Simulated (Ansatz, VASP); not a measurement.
Two plane-wave programs on SnSe

Contents of INCAR:

```
  PREC = Accurate
  ENCUT = 520
  EDIFF = 1E-6
  ISMEAR = -1
  SIGMA = 0.02
  LREAL = False
  LASPH = True
  NELM = 80
  ALGO = Normal
  ISIF = 2
  LWAVE = False
  LCHARG = False
  GGA = CA
  NBANDS = 17
```

Contents of KPOINTS:

```
regular mesh
0
Gamma
  8 8 8
```

Contents of POSCAR:

```
SnSe
1.0
    0.0000000000      3.0021130771      3.0021130771
    3.0021130771      0.0000000000      3.0021130771
    3.0021130771      3.0021130771      0.0000000000
Sn Se
1 1
Direct
    0.0000000000      0.0000000000      0.0000000000
    0.5000000000      0.5000000000      0.5000000000
```

Input for Ansatz:

```yaml
crystal:
  lattice:
    - [0.0, 3.0021130771, 3.0021130771]
    - [3.0021130771, 0.0, 3.0021130771]
    - [3.0021130771, 3.0021130771, 0.0]
  atoms:
    - { symbol: Sn, position: [0.0, 0.0, 0.0] }
    - { symbol: Se, position: [0.5, 0.5, 0.5] }
kpoints:
  mp_grid: { grid: [8, 8, 8] }
  band_path:
    path:
      - [0.0, 0.0, 0.0]
      - [0.5, 0.0, 0.5]
      - [0.625, 0.25, 0.625]
      - [0.375, 0.375, 0.75]
      - [0.5, 0.5, 0.5]
      - [0.5, 0.25, 0.75]
      - [-0.052246, -0.051758, 0.484131]
      - [-0.057292, -0.041911, 0.479818]
      - [0.5, 0.475, 0.525]
    npoints: 1
hamiltonian:
  xc: lda
scf:
  occupations: { method: fermi_dirac, width: 0.02 }
  n_extra_bands: 4
output:
  forces: true
  stress: true
  eigenvalues: true
```

Alike in both runs: task single point; functional LDA; k mesh 8 × 8 × 8; occupations fermi-dirac, width 0.02 eV; no spin polarisation.

|  | VASP | Ansatz |
| --- | --- | --- |
| version | VASP 6.6.1 | Ansatz 0.2.0 |
| potentials or method | VASP PAW LDA potentials, release 64 (Sn_d, Se) | plane waves, PAW |
| plane-wave cutoff (eV) | 520 | 420 |
| valence electrons in the cell | 20 | 30 |

|  | VASP | Ansatz | Ansatz less VASP |
| --- | --- | --- | --- |
| pressure (GPa) | -2.9 | -3.0 | -0.10 |

LDA's correlation is that of Perdew and Zunger in VASP and of Perdew and Wang (1992) in Ansatz. VASP's potentials hold 20 valence electrons a cell and Ansatz's 30, so a difference there can come from the potentials and not from the codes.
